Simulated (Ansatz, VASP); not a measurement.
**Al5Ag19 in VASP and in Ansatz**

File INCAR:

```
PREC = Accurate ; ENCUT = 400
EDIFF = 1E-6 ; ISMEAR = -1
SIGMA = 0.1051 ; LREAL = F
LASPH = T ; NELM = 120
ALGO = Normal ; ISIF = 2
LWAVE = F ; LCHARG = F
GGA = PE ; NBANDS = 130
GGA_COMPAT = F
```

KPOINTS

```
Automatic mesh
0
Gamma
  3 3 3
```

File POSCAR:

```
Al5Ag19
1.0
    7.4289630000     -0.2599610000     -0.0894670000
   -0.2599610000      7.5485870000     -0.2493150000
   -0.0894670000     -0.2493150000      7.6709390000
Ag Al
19 5
Direct
    0.5339364812      0.2824230608      0.1730829455
    0.9341349173      0.8119467510      0.4735241808
    0.4894340046      0.9668427594      0.9723436395
    0.0159003862      0.2093293294      0.5769215852
    0.2075175741      0.6008347615      0.5526104052
    0.2737938582      0.5125344692      0.2069448704
    0.6294200570      0.7697369370      0.2569889713
    0.5525629844      0.6892980658      0.6578034165
    0.8294308695      0.9544395797      0.8184347397
    0.2385009012      0.8794949309      0.2691334702
    0.6837010876      0.0867040023      0.4338007997
    0.5571011420      0.2661871922      0.7745553203
    0.1825290148      0.1115749364      0.9923179062
    0.2893508470      0.9862813112      0.6665082722
    0.8763963286      0.9973843239      0.1755035938
    0.2066954012      0.7256745755      0.9162616117
    0.7656576329      0.4614012530      0.3932244132
    0.8642074780      0.6000713888      0.0649479851
    0.3885790489      0.2723791263      0.4773921224
    0.5018924763      0.5889008877      0.9744260851
    0.8307035390      0.2730527264      0.0307404313
    0.0929486422      0.2532899699      0.2668595388
    0.9205445756      0.5540196951      0.7359170073
    0.2353623845      0.4046484893      0.7798682067
```

Input for Ansatz:

```yaml
crystal:
  lattice:
    - [7.428963, -0.259961, -0.089467]
    - [-0.259961, 7.548587, -0.249315]
    - [-0.089467, -0.249315, 7.670939]
  atoms:
    - { symbol: Ag, position: [0.5339364812, 0.2824230608, 0.1730829455] }
    - { symbol: Ag, position: [0.9341349173, 0.811946751, 0.4735241808] }
    - { symbol: Ag, position: [0.4894340046, 0.9668427594, 0.9723436395] }
    - { symbol: Ag, position: [0.0159003862, 0.2093293294, 0.5769215852] }
    - { symbol: Ag, position: [0.2075175741, 0.6008347615, 0.5526104052] }
    - { symbol: Ag, position: [0.2737938582, 0.5125344692, 0.2069448704] }
    - { symbol: Ag, position: [0.629420057, 0.769736937, 0.2569889713] }
    - { symbol: Ag, position: [0.5525629844, 0.6892980658, 0.6578034165] }
    - { symbol: Ag, position: [0.8294308695, 0.9544395797, 0.8184347397] }
    - { symbol: Ag, position: [0.2385009012, 0.8794949309, 0.2691334702] }
    - { symbol: Ag, position: [0.6837010876, 0.0867040023, 0.4338007997] }
    - { symbol: Ag, position: [0.557101142, 0.2661871922, 0.7745553203] }
    - { symbol: Ag, position: [0.1825290148, 0.1115749364, 0.9923179062] }
    - { symbol: Ag, position: [0.289350847, 0.9862813112, 0.6665082722] }
    - { symbol: Ag, position: [0.8763963286, 0.9973843239, 0.1755035938] }
    - { symbol: Ag, position: [0.2066954012, 0.7256745755, 0.9162616117] }
    - { symbol: Ag, position: [0.7656576329, 0.461401253, 0.3932244132] }
    - { symbol: Ag, position: [0.864207478, 0.6000713888, 0.0649479851] }
    - { symbol: Ag, position: [0.3885790489, 0.2723791263, 0.4773921224] }
    - { symbol: Al, position: [0.5018924763, 0.5889008877, 0.9744260851] }
    - { symbol: Al, position: [0.830703539, 0.2730527264, 0.0307404313] }
    - { symbol: Al, position: [0.0929486422, 0.2532899699, 0.2668595388] }
    - { symbol: Al, position: [0.9205445756, 0.5540196951, 0.7359170073] }
    - { symbol: Al, position: [0.2353623845, 0.4046484893, 0.7798682067] }
basis:
  ecutwfc: 420
kpoints:
  mp_grid: { grid: [3, 3, 3] }
hamiltonian:
  xc: pbe
scf:
  occupations: { method: fermi_dirac, width: 0.1051 }
output:
  forces: true
  stress: true
  eigenvalues: true
  populations: true
  write_density: true
  write_potential: true
  elf: true
  volumetric_format: npy
```

Alike in both runs: task single point; functional PBE; k mesh 3 × 3 × 3; occupations fermi-dirac, width 0.1051 eV; no spin polarisation.

|  | VASP | Ansatz |
| --- | --- | --- |
| version | VASP 6.6.1 | Ansatz 0.2.0 |
| potentials or method | VASP PAW PBE potentials, release 64 (Ag, Al), cutoff 400 eV | scalar-relativistic, plane waves, PAW |
| valence electrons in the cell | 224 | 376 |

Ansatz gave:

* gap on the k mesh at the Fermi level (eV): none
* rms of the force components (eV/Å): 0.773

Problem. Estimate VASP's values.

Solution. gap on the k mesh at the Fermi level (eV): none; rms of the force components (eV/Å): 0.770.

Atom by atom the forces differ by 0.010 eV/Å (rms over components). A gap of «none» marks a metal or a gap that the smearing closes. The functional is the same, so the differences come from potentials, cutoffs and numerics. VASP's potentials hold 224 valence electrons a cell and Ansatz's 376, so a difference there can come from the potentials and not from the codes.
